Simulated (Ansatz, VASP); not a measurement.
**One calculation of Cr, two programs**

```
Cr
1.0
     0.00000    2.51545    2.51545
     2.51545    0.00000    2.51545
     2.51545    2.51545    0.00000
Cr
2
Cartesian
  0.6289 0.6289 0.6289
  4.4020 4.4020 4.4020
```

Alike in both runs: task single point; functional PBE; k mesh 12 × 12 × 12; occupations fermi-dirac, width 0.1 eV; no spin polarisation.

|  | VASP | Ansatz |
| --- | --- | --- |
| version | VASP 6.6.1 | Ansatz 0.2.0 |
| potentials or method | VASP PAW PBE potentials, release 64 (Cr_pv), cutoff 520 eV | plane waves (420 eV) with PAW, scalar-relativistic |
| valence electrons in the cell | 24 | 28 |

```csv
,VASP,Ansatz,Ansatz less VASP
pressure (GPa),4.9,4.5,-0.33
```

With one functional, cell and mesh, what is left measures potentials, basis and numerics. VASP's potentials hold 24 valence electrons a cell and Ansatz's 28, so a difference there can come from the potentials and not from the codes.
